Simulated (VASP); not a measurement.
# HfB2 (P6/mmm) in VASP: a series of runs, part 2 of 2

VASP 6.6.1. Earlier steps stand in the parts before.

## (4) Single point, r2SCAN (10.50 Å³/atom)

This run uses another cell than the first one, of 10.50 Å³/atom.

File POSCAR:

```
HfB2
1.0
    3.2015842624      0.0000000000      0.0000000000
   -1.6007921312      2.7726533036      0.0000000000
    0.0000000000      0.0000000000      3.5482526220
Hf B
1 2
Direct
    0.0000000000      0.0000000000      0.0000000000
    0.6666666667      0.3333333333      0.5000000000
    0.3333333333      0.6666666667      0.5000000000
```

File INCAR.step1:

```
SYSTEM = HfB2
PREC = Accurate
ENCUT = 550
ISMEAR = -1
SIGMA = 0.05
LREAL = .FALSE.
LASPH = .TRUE.
NELM = 120
NBANDS = 15
GGA = PE
ALGO = Normal
EDIFF = 1E-5
LWAVE = .TRUE.
LCHARG = .FALSE.
GGA_COMPAT = .FALSE.
```

File INCAR.step2:

```
SYSTEM = HfB2
PREC = Accurate
ENCUT = 550
EDIFF = 1E-6
ISMEAR = -1
SIGMA = 0.05
LREAL = .FALSE.
LASPH = .TRUE.
NELM = 120
ALGO = Normal
ISIF = 2
LWAVE = .FALSE.
LCHARG = .FALSE.
METAGGA = R2SCAN
LMIXTAU = .TRUE.
NBANDS = 15
ISTART = 1
GGA_COMPAT = .FALSE.
```

File KPOINTS:

```
regular mesh
0
G
  10 10 8
  0 0 0
```

Potentials or basis: VASP PAW PBE potentials, release 64 (Hf_pv, B).

Command:

```console
> cat potpaw_PBE.64/Hf_pv/POTCAR potpaw_PBE.64/B/POTCAR > POTCAR
> cp INCAR.step1 INCAR
> mpirun -np 1 vasp_std > vasp.out
> cp INCAR.step2 INCAR
> mpirun -np 1 vasp_std > vasp.out
```

OUTCAR:

```text
SYSTEM = HfB2
   PREC = Accurate
   ENCUT = 550
   EDIFF = 1E-6
   ISMEAR = -1
   LREAL = .FALSE.
   LASPH = .TRUE.
   NELM = 120
   ISIF = 2
   METAGGA = R2SCAN
   ISTART = 1

 ion  position               nearest neighbor table
   1  0.000  0.000  0.000-   2 2.56   3 2.56   2 2.56   3 2.56   2 2.56   2 2.56   3 2.56   3 2.56
                             2 2.56   2 2.56   3 2.56   3 2.56
   2  0.667  0.333  0.500-   3 1.85   3 1.85   3 1.85   1 2.56   1 2.56   1 2.56   1 2.56   1 2.56
                             1 2.56
   3  0.333  0.667  0.500-   2 1.85   2 1.85   2 1.85   1 2.56   1 2.56   1 2.56   1 2.56   1 2.56
                             1 2.56

  LATTYP: Found a hexagonal cell.
 ALAT       =     3.2015842624
 C/A-ratio  =     1.1082802548

  Lattice vectors:

 A1 = (   3.2015842624,   0.0000000000,   0.0000000000)
 A2 = (  -1.6007921312,   2.7726533036,   0.0000000000)
 A3 = (   0.0000000000,   0.0000000000,   3.5482526220)

Analysis of symmetry for initial positions (statically):
=====================================================================
 Subroutine PRICEL returns:
 Original cell was already a primitive cell.

 Routine SETGRP: Setting up the symmetry group for a
 hexagonal supercell.

 Subroutine GETGRP returns: Found 24 space group operations
 (whereof 24 operations were pure point group operations)
 out of a pool of 24 trial point group operations.

The static configuration has the point symmetry D_6h.

Analysis of symmetry for dynamics (positions and initial velocities):
=====================================================================
 Subroutine PRICEL returns:
 Original cell was already a primitive cell.

 Routine SETGRP: Setting up the symmetry group for a
 hexagonal supercell.

 Subroutine GETGRP returns: Found 24 space group operations
 (whereof 24 operations were pure point group operations)
 out of a pool of 24 trial point group operations.

The dynamic configuration has the point symmetry D_6h.

 Subroutine INISYM returns: Found 24 space group operations
 (whereof 24 operations are pure point group operations),
 and found     1 'primitive' translations

----------------------------------------------------------------------------------------

                                     Primitive cell

  volume of cell :      31.4974

  direct lattice vectors                    reciprocal lattice vectors
     3.201584262  0.000000000  0.000000000     0.312345363  0.180332680  0.000000000
    -1.600792131  2.772653304  0.000000000     0.000000000  0.360665359  0.000000000
     0.000000000  0.000000000  3.548252622     0.000000000  0.000000000  0.281828862

  length of vectors
     3.201584262  3.201584262  3.548252622     0.360665359  0.360665359  0.281828862

  position of ions in fractional coordinates (direct lattice)
     0.000000000  0.000000000  0.000000000
     0.666666667  0.333333333  0.500000000
     0.333333333  0.666666667  0.500000000

  ion indices of the primitive-cell ions
   primitive index   ion index
                 1           1
                 2           2
                 3           3

----------------------------------------------------------------------------------------

 KPOINTS: regular mesh

Automatic generation of k-mesh.
 Grid dimensions read from file:
[... 48 lines left out ...]
   number of dos      NEDOS =    301   number of ions     NIONS =      3
   total plane-waves  NPLWV =  16128
   dimension x,y,z NGX =    24 NGY =   24 NGZ =   28
   dimension x,y,z NGXF=    48 NGYF=   48 NGZF=   56
   ions per type =               1   2
   NGX,Y,Z   is equivalent  to a cutoff of  12.46, 12.46, 13.12 a.u.
   NGXF,Y,Z  is equivalent  to a cutoff of  24.92, 24.92, 26.24 a.u.
 SYSTEM =  HfB2
   PREC   = accura    normal or accurate (medium, high low for compatibility)
   ISTART =      1    job   : 0-new  1-cont  2-samecut
   ICHARG =      0    charge: 1-file 2-atom 10-const
   ISPIN  =      1    spin polarized calculation?
   LNONCOLLINEAR =      F non collinear calculations
   LSORBIT =      F    spin-orbit coupling
   LASPH  =      T    aspherical Exc in radial PAW
   ENCUT  =  550.0 eV  40.42 Ry    6.36 a.u.   6.12  6.12  6.79*2*pi/ulx,y,z
   NELM   =    120;   NELMIN=  2; NELMDL=  0     # of ELM steps
   EDIFF  = 0.1E-05   stopping-criterion for ELM
   LREAL  =      F    real-space projection
   EDIFFG = 0.1E-04   stopping-criterion for IOM
   NSW    =      0    number of steps for IOM
   IBRION =     -1    ionic relax: 0-MD 1-quasi-New 2-CG
   NFREE  =      0    steps in history (QN), initial steepest desc. (CG)
   ISIF   =      2    stress and relaxation
   ISYM   =      2    0-nonsym 1-usesym 2-fastsym
   POTIM  = 0.5000    time-step for ionic-motion
   TEBEG  =    0.0;   TEEND  =   0.0 temperature during run
   PSTRESS=    0.0 pullay stress
   NELECT =      16.0000    total number of electrons
   NUPDOWN=      -1.0000    fix difference up-down
   EMIN   =  10.00;   EMAX   =-10.00  energy-range for DOS
   EFERMI =   0.00;   METHOD = LEGACY
   ISMEAR =    -1;   SIGMA  =   0.05  broadening in eV -4-tet -1-fermi 0-gaus
   EFERMI_NEDOS =   21; number of points for ismear=-14 and -15
   IALGO  =     38    algorithm
   IMIX   =      4    mixing-type and parameters
     AMIX     =   0.40;   BMIX     =  1.00
     AMIX_MAG =   1.60;   BMIX_MAG =  1.00
  volume/ion in A,a.u.               =      10.50        70.85
  Fermi-wavevector in a.u.,A,eV,Ry     =   1.306241  2.468437 23.215135  1.706264
  Thomas-Fermi vector in A             =   2.437056
   LORBIT       =      0    0 simple, 1 ext, 2 COOP (PROOUT), +10 PAW based schemes
   METAGGA = R2SCAN    functional components
   LHFCALC =     F    Hartree Fock is set to
   AEXX    =    0.0000 exact exchange contribution
   IVDW    =     0    specifies the selected vdW correction
   LEPSILON=     F    determine dielectric tensor
   LRPA    =     F    only Hartree local field effects (RPA)
 non-spin polarized calculation
  energy-cutoff  :      550.00
  volume of cell :       31.50
 maximum number of plane-waves:       938
   NGX = 13   NGY = 13   NGZ = 13

 number of electron      16.0000002 magnetization

 Free energy of the ion-electron system (eV)
  ---------------------------------------------------
  ext. energy  EPLUGINS =         0.00000000
  ---------------------------------------------------
  free energy    TOTEN  =       -62.99761958 eV

  energy without entropy =      -62.99495683  energy(sigma->0) =      -62.99628820

 E-fermi :   7.1981     XC(G=0): -13.2429

 val. band max:        7.1329612763   @ k =   0.2000   0.2000   0.1250
 cond. band min:       7.4145959303   @ k =   0.1000   0.1000   0.2500
 fundamental gap:      0.2816346539
 Fermi energy:         7.1980577938

 k-point     1 :       0.0000    0.0000    0.0000
  band No.  band energies     occupation
      1     -24.8097      2.00000
      2     -24.3734      2.00000
      3     -24.3734      2.00000
      4      -7.0571      2.00000
      5       4.1886      2.00000
      6       4.3000      2.00000
      7       4.3393      2.00000
      8       4.3393      2.00000
      9      11.2078      0.00000
     10      11.2078      0.00000
     11      11.8833      0.00000
     12      11.8833      0.00000
     13      11.9247      0.00000
     14      12.2000      0.00000
[... 401 lines left out ...]
      2     -24.7271      2.00000
      3     -24.5526      2.00000
      4      -3.2030      2.00000
      5      -1.7682      2.00000
      6       2.4589      2.00000
      7       3.3900      2.00000
      8       5.0599      2.00000
      9       8.3839      0.00000
     10      11.2843      0.00000
     11      11.3496      0.00000
     12      13.3691      0.00000
     13      14.5503      0.00000
     14      15.4160      0.00000
     15      17.8834      0.00000

 [... further k-points ...]

------------------------ aborting loop because EDIFF is reached ----------------------------------------

  FORCE on cell =-STRESS in cart. coord.  units (eV):
  Direction    XX          YY          ZZ          XY          YZ          ZX
  --------------------------------------------------------------------------------------
  -------------------------------------------------------------------------------------
  Total       -3.0690787     -3.0690787     -2.4879358      0.0000000      0.0000000      0.0000000
  in kB     -156.1146155   -156.1146155   -126.5536614      0.0000000      0.0000000      0.0000000
  external PRESSURE =    -146.2609641 kB  Pullay stress =       0.0000000 kB

 VOLUME and BASIS-vectors are now :
 -----------------------------------------------------------------------------
  energy-cutoff  :      550.00
  volume of cell :       31.50
      direct lattice vectors                 reciprocal lattice vectors
     3.201584262  0.000000000  0.000000000     0.312345363  0.180332680  0.000000000
    -1.600792131  2.772653304  0.000000000     0.000000000  0.360665359  0.000000000
     0.000000000  0.000000000  3.548252622     0.000000000  0.000000000  0.281828862

 POSITION                                       TOTAL-FORCE (eV/Angst)
 -----------------------------------------------------------------------------------
      0.00000      0.00000      0.00000         0.000000      0.000000      0.000000
      1.60079      0.92422      1.77413         0.000000     -0.000000      0.000000
     -0.00000      1.84844      1.77413        -0.000000     -0.000000     -0.000000
 -----------------------------------------------------------------------------------
    total drift:                               -0.000000      0.000000     -0.000000

  FREE ENERGIE OF THE ION-ELECTRON SYSTEM (eV)
  ---------------------------------------------------
  free  energy   TOTEN  =       -62.9976195770 eV

  energy  without entropy=      -62.9949568273  energy(sigma->0) =      -62.99628820
```

It took 1.8 min on 1 thread of Intel Xeon Platinum 8375C at 2.90GHz (Ice Lake), shared host; peak memory 0.17 GiB.

What came out:

| Item | Value |
| --- | --- |
| Free energy | -62.9976 eV |
| Pressure | -14.6 GPa |
| Band gap on the k mesh | zero (bands 8 and 9 overlap by 0.81 eV) |

Levels at points of the mesh, in eV from the Fermi level:
| k point | band 6 | band 7 | band 8 | band 9 | band 10 | band 11 |
| --- | --- | --- | --- | --- | --- | --- |
| (0.00, 0.00, 0.00) | -2.90 | -2.86 | -2.86 | 4.01 | 4.01 | 4.69 |
| (0.50, 0.00, 0.00) | -4.08 | -3.54 | -2.74 | 2.11 | 2.76 | 5.47 |
| (0.00, 0.00, 0.50) | -1.18 | -1.18 | 0.40 | 0.40 | 1.09 | 1.09 |
| (0.50, 0.00, 0.50) | -4.97 | -4.69 | -3.05 | 3.85 | 4.16 | 6.08 |

Caveat: the cell stands under tension; the PAW data sets were made with another functional, which shifts forces and pressure a little; spin-orbit coupling is left out, which moves the levels of the heavy elements.

## (5) Summary

| cell | gap on the mesh (eV) | pressure (GPa) |
| --- | --- | --- |
| a = 3.119, b = 3.119, c = 3.457 Å, angles 90.0, 90.0, 120.0°, 3 atoms | none | 4.2 |
| a = 3.140, b = 3.140, c = 3.480 Å, angles 90.0, 90.0, 120.0°, 3 atoms | none | -1.3 |
| a = 3.202, b = 3.202, c = 3.548 Å, angles 90.0, 90.0, 120.0°, 3 atoms | none | -14.6 |

Alike in all rows: task single point; level r2SCAN; potentials or basis VASP PAW PBE potentials, release 64 (Hf_pv, B); no spin polarisation; k mesh 10 × 10 × 8; cutoff (eV) 550; smearing fermi-dirac 0.05 eV.

Caveats: the PAW data sets were made with another functional, which shifts forces and pressure a little; spin-orbit coupling is left out, which moves the levels of the heavy elements; the cell stands under pressure (at least some runs); the cell stands under tension (at least some runs).

Total energies depend on the potentials used, so only differences within one code and one set of settings carry meaning.
